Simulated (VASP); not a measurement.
Set up this calculation in VASP 6.6.1, as the native input.

```
Task                   : single point
Functional             : LDA
Potentials or basis    : VASP PAW LDA potentials, release 64 (Sc_sv, In_d)
Cutoff                 : 520 eV
k mesh                 : 5 × 5 × 4
Occupations            : methfessel-paxton, width 0.1 eV
Spin                   : no spin polarisation
Dipole correction      : no
Further INCAR settings : ALGO = Normal; EDIFF = 1e-06; NBANDS = 44
```

The structure of Sc2In lies in POSCAR:

```
Sc2In
1.0
    4.9978124693      0.0000000000      0.0000000000
   -2.4989062346      4.3282323473      0.0000000000
    0.0000000000      0.0000000000      6.2457393990
Sc In
4 2
Direct
    0.0000000000      0.0000000000      0.0000000000
    0.0000000000      0.0000000000      0.5000000000
    0.3333333333      0.6666666667      0.7500000000
    0.6666666667      0.3333333333      0.2500000000
    0.3333333333      0.6666666667      0.2500000000
    0.6666666667      0.3333333333      0.7500000000
```

These files were run (other wordings do the same):

INCAR

```
SYSTEM = Sc2In
ALGO = Normal
EDIFF = 1E-6
ENCUT = 520
GGA = CA
ISIF = 2
ISMEAR = 1
LASPH = .TRUE.
LCHARG = .FALSE.
LREAL = .FALSE.
LWAVE = .FALSE.
NBANDS = 44
NELM = 60
PREC = Accurate
SIGMA = 0.1
```

KPOINTS

```
k-points
0
G
  5 5 4
  0 0 0
```

Potentials or basis: VASP PAW LDA potentials, release 64 (Sc_sv, In_d).

Run with:

```console
$ cat potpaw_LDA.64/Sc_sv/POTCAR potpaw_LDA.64/In_d/POTCAR > POTCAR
$ mpirun -np 1 vasp_std > vasp.out
```

Results of the run:

The pressure is -3.4 GPa. The band gap on the k mesh is zero (band 35 reaches 6.03 eV, above the bottom of band 36 at 5.45 eV).

Caveat: spin-orbit coupling is left out, which moves the levels of the heavy elements.

Wall time 39 s on 1 thread of Intel(R) Xeon(R) 6975P-C (Granite Rapids), on a shared host, peak memory 0.25 GiB.
